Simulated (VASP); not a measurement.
**Re: relaxation of shape and atoms at fixed volume with PBE**

Crystal: Re.

```
CELL_PARAMETERS angstrom
4.03422 0.00000 0.00000
-2.01711 3.49374 0.00000
0.00000 0.00000 2.52313
ATOMIC_POSITIONS crystal
Re 0.00000 0.00000 0.00000
Re 0.33333 0.66667 0.50000
Re 0.66667 0.33333 0.50000
```

* Program: VASP 6.6.1
* Task: relaxation of shape and atoms at fixed volume
* Functional: PBE
* Potentials or basis: VASP PAW PBE potentials, release 64 (Re)
* Cutoff: 600 eV
* k mesh: 9 × 9 × 13
* Occupations: fermi-dirac, width 0.08 eV
* Spin: no spin polarisation
* Dipole correction: no
* Further INCAR settings: ALGO = Normal; EDIFF = 1e-07; IBRION = 2; EDIFFG = -0.005; NSW = 50; ISIF = 4

```json
{
  "Energy gained by relaxing": "3.9 meV/atom",
  "Ionic steps": "4",
  "Pressure after relaxing": "149.5 GPa"
}
```

The path:
| step | energy change (eV) | largest force (eV/Å) | pressure (GPa) | volume (Å³) |
| --- | --- | --- | --- | --- |
| 1 | 0.0000 | 0.0000 | 149.87 | 35.56 |
| 2 | 0.0835 | 0.0000 | 149.38 | 35.56 |
| 3 | -0.0115 | 0.0000 | 149.55 | 35.56 |
| 4 | -0.0116 | 0.0000 | 149.54 | 35.56 |

Final structure:
```xyz
3
Lattice="4.0506 0.0000 0.0000 -2.0253 3.5079 0.0000 0.0000 0.0000 2.5028" Properties=species:S:1:pos:R:3 pbc="T T T"
Re    0.0000    0.0000    0.0000
Re    0.0000    2.3386    1.2514
Re    2.0253    1.1693    1.2514
```

Levels at points of the mesh, in eV from the Fermi level:
| k point | band 7 | band 8 | band 9 | band 10 | band 11 | band 12 | band 13 | band 14 |
| --- | --- | --- | --- | --- | --- | --- | --- | --- |
| (0.00, 0.00, 0.00) | -3.59 | -2.86 | -1.32 | -1.32 | -0.03 | -0.03 | 0.05 | 0.05 |

Wall time 4.6 min on 1 thread of AMD EPYC 7R13 (shared host), peak memory 0.16 GiB.

Caveat: spin-orbit coupling is left out, which moves the levels of the heavy elements.
